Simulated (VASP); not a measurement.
# TiAl: single point with PBEsol

Crystal: TiAl.

```
Ti Al
1.0
     2.88501    0.00000    0.00000
    -1.44251    2.49849    0.00000
     0.00000    0.00000    4.67996
Ti Al
1 1
Direct
  0.00000 0.00000 0.00000
  0.33333 0.66667 0.50000
```

* Program: VASP 6.6.1
* Task: single point
* Functional: PBEsol
* Potentials or basis: VASP PAW PBE potentials, release 64 (Ti_sv, Al)
* Cutoff: 520 eV
* k mesh: 21 × 21 × 12
* Occupations: gaussian, width 0.15 eV
* Spin: collinear spin
* Starting moments: [1.0, 0.0] μB
* Fixed moment: 1 μB
* Dipole correction: no
* Further INCAR settings: ALGO = Normal; EDIFF = 1e-06; NBANDS = 18

```
Pressure                                              : -3.3 GPa
Net moment                                            : 1.00 μB per cell
Site moments                                          : Ti +0.63; Al +0.01 μB
Valence electrons inside the program's atomic spheres : Ti 10.25; Al 0.80
```

Stress tensor (GPa, compression positive):
```
-1.91  0.00  0.00
 0.00 -1.91  0.00
 0.00  0.00 -5.98
```

Wall time 3.5 min on 1 thread of AMD EPYC 9R45 96-Core Processor (Zen 5) (shared host), peak memory 0.38 GiB.

Caveat: the cell stands under tension; the PAW data sets were made with another functional, which shifts forces and pressure a little; the total moment is fixed, so each spin has its own Fermi level.
